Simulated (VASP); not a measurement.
# SnO: single point with PBEsol

SnO:

```
Sn O
1.0
     3.80538    0.00000    0.00000
     0.00000    3.80538    0.00000
     0.00000    0.00000    4.75319
Sn O
2 2
Direct
  0.99796 0.50094 0.24000
  0.49771 0.99460 0.75956
  0.00064 0.00387 0.99104
  0.50370 0.50059 0.00939
```

This cell differs from its parent crystal: atoms moved at random.

| Item | Value |
| --- | --- |
| Program | VASP 6.6.1 |
| Task | single point |
| Functional | PBEsol |
| Potentials or basis | VASP PAW PBE potentials, release 64 (Sn_d, O) |
| Cutoff | 520 eV |
| k mesh | 12 × 12 × 10 |
| Occupations | gaussian, width 0.15 eV |
| Spin | no spin polarisation |
| Dipole correction | no |
| Further INCAR settings | ALGO = Normal; EDIFF = 1e-07; NBANDS = 28 |

```json
{
 "Pressure": "1.0 GPa",
 "Largest force": "0.373 eV/Å",
 "Band gap on the k mesh": "zero (bands 20 and 21 overlap by 0.03 eV)"
}
```

Forces in eV/Å, atoms in the order of the input:
```
Sn   0.095 -0.004  0.327
Sn   0.065  0.107 -0.296
O   -0.001 -0.106  0.306
O   -0.159  0.003 -0.337
```

Stress tensor (GPa, compression positive):
```
 2.36 -0.01  0.11
-0.01 -0.54 -0.17
 0.11 -0.17  1.20
```

Levels at points of the mesh, in eV from the Fermi level:
```
           k point  band 18  band 19  band 20  band 21  band 22  band 23
(0.00, 0.00, 0.00)    -3.46    -3.25    -0.12     1.99     4.31     4.50
(0.50, 0.00, 0.00)    -4.94    -2.86    -2.85     3.35     3.41     5.62
(0.00, 0.50, 0.00)    -5.12    -2.84    -2.78     2.91     2.97     5.89
(0.50, 0.50, 0.00)    -2.69    -1.94    -1.93    -0.13    -0.13     4.35
(0.00, 0.00, 0.50)    -3.26    -3.10    -2.27     1.43     2.63     2.86
(0.50, 0.00, 0.50)    -4.90    -1.87    -1.85     2.61     2.63     5.09
(0.00, 0.50, 0.50)    -5.09    -1.81    -1.75     2.47     2.48     5.36
(0.50, 0.50, 0.50)    -2.93    -2.59    -2.59     2.22     2.22     4.06
```

It took 11 min on 1 thread of AMD EPYC 9R45 (Zen 5), with other jobs on the host, peak memory 1 GiB.

Caveat: the cell differs from its parent crystal (atoms moved at random); semilocal functionals underestimate gaps, and a narrow one can read as zero; the PAW data sets were made with another functional, which shifts forces and pressure a little; spin-orbit coupling is left out, which moves the levels of the heavy elements.
